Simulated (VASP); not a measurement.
# Cd in VASP: a series of runs, part 2 of 2

VASP 6.6.1.

### 5 Single point, PBEsol

This run uses another cell than the first one, of 22.15 Å³/atom.

INCAR reads:

```
  ALGO = Normal
  EDIFF = 1E-6
  ENCUT = 520
  GGA = PS
  ISIF = 2
  ISMEAR = 0
  LASPH = True
  LCHARG = False
  LREAL = False
  LWAVE = False
  NBANDS = 12
  NELM = 100
  PREC = Accurate
  SIGMA = 0.3
```

KPOINTS reads:

```
k-points
0
Gamma
  13 13 13
```

POSCAR reads:

```
Cd
1.0
    0.0000000000      2.2181497500      2.2514219962
    2.2181497500      0.0000000000      2.2514219962
    2.2181497500      2.2181497500      0.0000000000
Cd
1
Direct
    0.0000000000      0.0000000000      0.0000000000
```

Potentials or basis: VASP PAW PBE potentials, release 64 (Cd).

The run is started by

```bash
$ cat potpaw_PBE.64/Cd/POTCAR > POTCAR
$ mpirun -np 1 vasp_std > vasp.out
```

OUTCAR:

```text
EDIFF = 1E-6
   ENCUT = 520
   GGA = PS
   ISIF = 2
   ISMEAR = 0
   LASPH = True
   LREAL = False
   NELM = 100
   PREC = Accurate

 ion  position               nearest neighbor table
   1  0.000  0.000  0.000-

  LATTYP: Found a body centered tetragonal cell.
 ALAT       =     3.1369374598
 C/A-ratio  =     1.4354267658

  Lattice vectors:

 A1 = (  -2.2181497500,   0.0000000000,   2.2514219962)
 A2 = (   2.2181497500,   0.0000000000,   2.2514219962)
 A3 = (   0.0000000000,   2.2181497500,  -2.2514219962)

Analysis of symmetry for initial positions (statically):
=====================================================================
 Subroutine PRICEL returns:
 Original cell was already a primitive cell.

 Routine SETGRP: Setting up the symmetry group for a
 body centered tetragonal supercell.

 Subroutine GETGRP returns: Found 16 space group operations
 (whereof 16 operations were pure point group operations)
 out of a pool of 16 trial point group operations.

The static configuration has the point symmetry D_4h.

Analysis of symmetry for dynamics (positions and initial velocities):
=====================================================================
 Subroutine PRICEL returns:
 Original cell was already a primitive cell.

 Routine SETGRP: Setting up the symmetry group for a
 body centered tetragonal supercell.

 Subroutine GETGRP returns: Found 16 space group operations
 (whereof 16 operations were pure point group operations)
 out of a pool of 16 trial point group operations.

The dynamic configuration has the point symmetry D_4h.

 Subroutine INISYM returns: Found 16 space group operations
 (whereof 16 operations are pure point group operations),
 and found     1 'primitive' translations

----------------------------------------------------------------------------------------

                                     Primitive cell

  volume of cell :      22.1548

  direct lattice vectors                    reciprocal lattice vectors
     0.000000000  2.218149750  2.251421996    -0.225413095  0.225413095  0.222081867
     2.218149750  0.000000000  2.251421996     0.225413095 -0.225413095  0.222081867
     2.218149750  2.218149750  0.000000000     0.225413095  0.225413095 -0.222081867

  length of vectors
     3.160552059  3.160552059  3.136937460     0.388513169  0.388513169  0.388513169

  position of ions in fractional coordinates (direct lattice)
     0.000000000  0.000000000  0.000000000

  ion indices of the primitive-cell ions
   primitive index   ion index
                 1           1

----------------------------------------------------------------------------------------

 KPOINTS: k-points

Automatic generation of k-mesh.
 Grid dimensions read from file:
 generate k-points for:   13   13   13

 Generating k-lattice:

  Cartesian coordinates                     Fractional coordinates (reciprocal lattice)
    -0.017339469  0.017339469  0.017083221     0.076923077  0.000000000  0.000000000
     0.017339469 -0.017339469  0.017083221     0.000000000  0.076923077  0.000000000
     0.017339469  0.017339469 -0.017083221     0.000000000  0.000000000  0.076923077

  Length of vectors
     0.029885628  0.029885628  0.029885628

  Shift w.r.t. Gamma in fractional coordinates (k-lattice)
     0.000000000  0.000000000  0.000000000

 Subroutine IBZKPT returns following result:
 ===========================================

 Found    196 irreducible k-points:

 Following reciprocal coordinates:
            Coordinates               Weight
  0.000000  0.000000  0.000000      1.000000
  0.076923  0.000000  0.000000      8.000000
  0.153846  0.000000  0.000000      8.000000
  0.230769  0.000000  0.000000      8.000000
  0.307692  0.000000  0.000000      8.000000
  0.384615 -0.000000  0.000000      8.000000
[... 16 lines left out ...]
  0.384615  0.153846  0.000000      8.000000
  0.461538  0.153846  0.000000      8.000000
 [... further k-points ...]
   k-points           NKPTS =    196   k-points in BZ     NKDIM =    196   number of bands    NBANDS=     12
   number of dos      NEDOS =    301   number of ions     NIONS =      1
   total plane-waves  NPLWV =  13824
   dimension x,y,z NGX =    24 NGY =   24 NGZ =   24
   dimension x,y,z NGXF=    48 NGYF=   48 NGZF=   48
   ions per type =               1
   NGX,Y,Z   is equivalent  to a cutoff of  12.62, 12.62, 12.72 a.u.
   NGXF,Y,Z  is equivalent  to a cutoff of  25.25, 25.25, 25.44 a.u.
 SYSTEM =  unknown system
   PREC   = accura    normal or accurate (medium, high low for compatibility)
   ISTART =      0    job   : 0-new  1-cont  2-samecut
   ICHARG =      2    charge: 1-file 2-atom 10-const
   ISPIN  =      1    spin polarized calculation?
   LNONCOLLINEAR =      F non collinear calculations
   LSORBIT =      F    spin-orbit coupling
   LASPH  =      T    aspherical Exc in radial PAW
   ENCUT  =  520.0 eV  38.22 Ry    6.18 a.u.   5.88  5.88  5.83*2*pi/ulx,y,z
   NELM   =    100;   NELMIN=  2; NELMDL= -5     # of ELM steps
   EDIFF  = 0.1E-05   stopping-criterion for ELM
   LREAL  =      F    real-space projection
   EDIFFG = 0.1E-04   stopping-criterion for IOM
   NSW    =      0    number of steps for IOM
   IBRION =     -1    ionic relax: 0-MD 1-quasi-New 2-CG
   NFREE  =      0    steps in history (QN), initial steepest desc. (CG)
   ISIF   =      2    stress and relaxation
   ISYM   =      2    0-nonsym 1-usesym 2-fastsym
   POTIM  = 0.5000    time-step for ionic-motion
   TEBEG  =    0.0;   TEEND  =   0.0 temperature during run
   PSTRESS=    0.0 pullay stress
   NELECT =      12.0000    total number of electrons
   NUPDOWN=      -1.0000    fix difference up-down
   EMIN   =  10.00;   EMAX   =-10.00  energy-range for DOS
   EFERMI =   0.00;   METHOD = LEGACY
   ISMEAR =     0;   SIGMA  =   0.30  broadening in eV -4-tet -1-fermi 0-gaus
   EFERMI_NEDOS =   21; number of points for ismear=-14 and -15
   IALGO  =     38    algorithm
   IMIX   =      4    mixing-type and parameters
     AMIX     =   0.40;   BMIX     =  1.00
     AMIX_MAG =   1.60;   BMIX_MAG =  1.00
  volume/ion in A,a.u.               =      22.15       149.51
  Fermi-wavevector in a.u.,A,eV,Ry     =   1.334481  2.521803 24.229790  1.780839
  Thomas-Fermi vector in A             =   2.463259
   LORBIT       =      0    0 simple, 1 ext, 2 COOP (PROOUT), +10 PAW based schemes
   GGA     = PS    functional components
   LHFCALC =     F    Hartree Fock is set to
   AEXX    =    0.0000 exact exchange contribution
   IVDW    =     0    specifies the selected vdW correction
   LEPSILON=     F    determine dielectric tensor
   LRPA    =     F    only Hartree local field effects (RPA)
 non-spin polarized calculation
 Gauss-broadening in eV      SIGMA  =   0.30
  energy-cutoff  :      520.00
  volume of cell :       22.15
 maximum number of plane-waves:       609
   NGX = 11   NGY = 11   NGZ = 11

 number of electron      11.9999999 magnetization

 Free energy of the ion-electron system (eV)
  ---------------------------------------------------
  ext. energy  EPLUGINS =         0.00000000
  ---------------------------------------------------
  free energy    TOTEN  =        -1.18504978 eV

  energy without entropy =       -1.16861779  energy(sigma->0) =       -1.17683379

 E-fermi :   2.5253     XC(G=0): -11.0849

 val. band max:        2.5155660195   @ k =  -0.2308   0.3846   0.3077
 cond. band min:       2.5423035947   @ k =  -0.3846   0.3077   0.0000
 fundamental gap:      0.0267375752
 Fermi energy:         2.5252948086

 k-point     1 :       0.0000    0.0000    0.0000
  band No.  band energies     occupation
      1      -6.5139      2.00000
      2      -6.4652      2.00000
      3      -6.4652      2.00000
      4      -6.1648      2.00000
      5      -6.0592      2.00000
      6      -6.0156      2.00000
      7      16.3849      0.00000
      8      17.3137      0.00000
      9      17.3137      0.00000
     10      17.3314      0.00000
     11      20.6669      0.00000
     12      20.6673      0.00000
[... 331 lines left out ...]
 k-point    24 :       0.4615    0.1538    0.0000
  band No.  band energies     occupation
      1      -6.8315      2.00000
      2      -6.5174      2.00000
      3      -6.2787      2.00000
      4      -6.0141      2.00000
      5      -5.6707      2.00000
      6      -0.9628      2.00000
      7       3.8732      0.00000
      8      11.6080      0.00000
      9      12.8544      0.00000
     10      14.7260      0.00000
     11      21.7711      0.00000
     12      21.8842      0.00000

 [... further k-points ...]

------------------------ aborting loop because EDIFF is reached ----------------------------------------

  FORCE on cell =-STRESS in cart. coord.  units (eV):
  Direction    XX          YY          ZZ          XY          YZ          ZX
  --------------------------------------------------------------------------------------
  -------------------------------------------------------------------------------------
  Total       -0.3189484     -0.3189484     -0.3858134      0.0000000      0.0000000      0.0000000
  in kB      -23.0654732    -23.0654732    -27.9009656      0.0000000      0.0000000      0.0000000
  external PRESSURE =     -24.6773040 kB  Pullay stress =       0.0000000 kB

 VOLUME and BASIS-vectors are now :
 -----------------------------------------------------------------------------
  energy-cutoff  :      520.00
  volume of cell :       22.15
      direct lattice vectors                 reciprocal lattice vectors
     0.000000000  2.218149750  2.251421996    -0.225413095  0.225413095  0.222081867
     2.218149750  0.000000000  2.251421996     0.225413095 -0.225413095  0.222081867
     2.218149750  2.218149750  0.000000000     0.225413095  0.225413095 -0.222081867

 POSITION                                       TOTAL-FORCE (eV/Angst)
 -----------------------------------------------------------------------------------
      0.00000      0.00000      0.00000        -0.000000      0.000000      0.000000
 -----------------------------------------------------------------------------------
    total drift:                               -0.000000      0.000000     -0.000000

  FREE ENERGIE OF THE ION-ELECTRON SYSTEM (eV)
  ---------------------------------------------------
  free  energy   TOTEN  =        -1.1850497811 eV

  energy  without entropy=       -1.1686177943  energy(sigma->0) =       -1.17683379
```

OSZICAR:

```text
N       E                     dE             d eps       ncg     rms          rms(c)
DAV:   1     0.697566473715E+02    0.69757E+02   -0.68981E+03  5064   0.989E+02
DAV:   2    -0.456641500364E-02   -0.69761E+02   -0.66494E+02  5044   0.237E+02
DAV:   3    -0.126052836778E+01   -0.12560E+01   -0.12553E+01  5664   0.356E+01
DAV:   4    -0.126204808941E+01   -0.15197E-02   -0.15197E-02  5220   0.122E+00
DAV:   5    -0.126205164695E+01   -0.35575E-05   -0.35576E-05  5708   0.591E-02    0.285E+00
DAV:   6    -0.119051398667E+01    0.71538E-01   -0.18978E-01  5532   0.555E+00    0.235E+00
DAV:   7    -0.118571626576E+01    0.47977E-02   -0.12609E-02  5528   0.115E+00    0.128E+00
DAV:   8    -0.118503199977E+01    0.68427E-03   -0.14270E-03  5032   0.517E-01    0.595E-02
DAV:   9    -0.118504445550E+01   -0.12456E-04   -0.50962E-06  5604   0.182E-02    0.155E-02
DAV:  10    -0.118504981273E+01   -0.53572E-05   -0.35488E-06  5040   0.227E-02    0.195E-03
DAV:  11    -0.118504978107E+01    0.31669E-07   -0.28335E-08  2728   0.200E-03
   1 F= -.11850498E+01 E0= -.11768338E+01  d E =-.164320E-01
```

Run time: 37 s. Hardware: 1 thread of Intel Xeon 8259CL, shared host; peak memory 0.17 GiB.

Results:

```yaml
Free_energy: -1.1850 eV
Pressure: -2.5 GPa
Band_gap_on_the_k_mesh: zero (bands 6 and 7 overlap by 2.31 eV)
```

Levels at points of the mesh, in eV from the Fermi level:
| k point | band 2 | band 3 | band 4 | band 5 | band 6 | band 7 | band 8 | band 9 | band 10 | band 11 |
| --- | --- | --- | --- | --- | --- | --- | --- | --- | --- | --- |
| (0.00, 0.00, 0.00) | -8.99 | -8.99 | -8.69 | -8.58 | -8.54 | 13.86 | 14.79 | 14.79 | 14.81 | 18.14 |

Caveat: so wide a smearing shifts energies and pressures; the PAW data sets were made with another functional, which shifts forces and pressure a little.

### 6 Single point, PBEsol

This run uses another cell than the first one, of 22.48 Å³/atom.

INCAR reads:

```
SYSTEM = Cd
  ALGO = Normal
  EDIFF = 1E-7
  ENCUT = 520
  GGA = PS
  ISIF = 2
  ISMEAR = 0
  LASPH = .True.
  LCHARG = .False.
  LREAL = .False.
  LWAVE = .False.
  NBANDS = 12
  NELM = 60
  PREC = Accurate
  SIGMA = 0.3
```

KPOINTS reads:

```
k-points
0
Gamma
  13 13 13
  0 0 0
```

POSCAR reads:

```
Cd
1.0
    0.0000000000      2.2181497500      2.2846942425
    2.2181497500      0.0000000000      2.2846942425
    2.2181497500      2.2181497500      0.0000000000
Cd
1
Direct
    0.0000000000      0.0000000000      0.0000000000
```

Potentials or basis: VASP PAW PBE potentials, release 64 (Cd).

The run is started by

```bash
$ cat potpaw_PBE.64/Cd/POTCAR > POTCAR
$ mpirun -np 1 vasp_std > vasp.out
```

Run time: 44 s. Hardware: 1 thread of Intel Xeon 8259CL, shared host; peak memory 0.17 GiB.

The run converged. Its results:

```
Free energy            : -1.1784 eV
Pressure               : -3.0 GPa
Band gap on the k mesh : zero (bands 6 and 7 overlap by 2.43 eV)
```

Stress tensor (GPa, compression positive):
```
-2.69  0.00  0.00
 0.00 -2.69  0.00
 0.00  0.00 -3.72
```

Levels at points of the mesh, in eV from the Fermi level:
```csv
k point,band 3,band 4,band 5,band 6,band 7,band 8,band 9,band 10
"(0.00, 0.00, 0.00)",-8.94,-8.59,-8.58,-8.50,13.81,14.64,14.64,14.68
```

Caveat: the cell stands under tension; so wide a smearing shifts energies and pressures; the PAW data sets were made with another functional, which shifts forces and pressure a little.

### 7 Summary

| cell | gap on the mesh (eV) | pressure (GPa) |
| --- | --- | --- |
| a = 3.137 Å, angles 60.0°, 1 atom | none | -1.8 |
| a = 3.090, b = 3.090, c = 3.137 Å, angles 59.5, 59.5, 61.0°, 1 atom | none | -0.2 |
| a = 3.113, b = 3.113, c = 3.137 Å, angles 59.8, 59.8, 60.5°, 1 atom | none | -1.1 |
| a = 3.161, b = 3.161, c = 3.137 Å, angles 60.2, 60.2, 59.5°, 1 atom | none | -2.5 |
| a = 3.184, b = 3.184, c = 3.137 Å, angles 60.5, 60.5, 59.0°, 1 atom | none | -3.0 |

Alike in all rows: task single point; level PBEsol; potentials or basis VASP PAW PBE potentials, release 64 (Cd); no spin polarisation; k mesh 13 × 13 × 13; cutoff (eV) 520; smearing gaussian 0.3 eV.

Caveats: so wide a smearing shifts energies and pressures; the PAW data sets were made with another functional, which shifts forces and pressure a little; the cell stands under tension (at least some runs).

Absolute energies hang on the potentials; compare differences alone.
